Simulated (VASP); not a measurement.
A run of VASP 6.6.1:

INCAR

```
SYSTEM = KCl
PREC     = Accurate       ! precision mode
ENCUT    = 520            ! plane-wave cutoff, eV
EDIFF    = 1E-6           ! SCF threshold, eV
ISMEAR   = -1             ! smearing method
SIGMA    = 0.02           ! smearing width, eV
LREAL    = .False.        ! projectors in reciprocal space
LASPH    = .True.         ! aspherical terms in the spheres
NELM     = 80             ! most SCF steps
ALGO     = Normal         ! electronic algorithm
ISIF     = 2              ! what is computed and relaxed
LWAVE    = .False.        ! write WAVECAR
LCHARG   = .False.        ! write CHGCAR
GGA      = PE             ! functional
NBANDS   = 15             ! bands
```

Contents of KPOINTS:

```
Automatic mesh
0
Gamma
  8 8 8
  0 0 0
```

The input POSCAR:

```
KCl
1.0
    0.0000000000      3.2391937588      3.1236492207
    3.2391937588      0.0000000000      3.1236492207
    3.2391937588      3.2391937588      0.0000000000
K Cl
1 1
Direct
    0.0000000000      0.0000000000      0.0000000000
    0.5000000000      0.5000000000      0.5000000000
```

Potentials or basis: VASP PAW PBE potentials, release 64 (K_sv, Cl).

The run is started by

```console
$ cat potpaw_PBE.64/K_sv/POTCAR potpaw_PBE.64/Cl/POTCAR > POTCAR
$ mpirun -np 1 vasp_std > vasp.out
```

Hardware: 1 thread of Intel Xeon 8259CL, on a shared host.

Problem. Estimate the wall time of this run.

Solution. Wall time 65 s on 1 thread of Intel Xeon 8259CL, on a shared host, peak memory 0.23 GiB. Counts: scf iterations 13, k points 59.
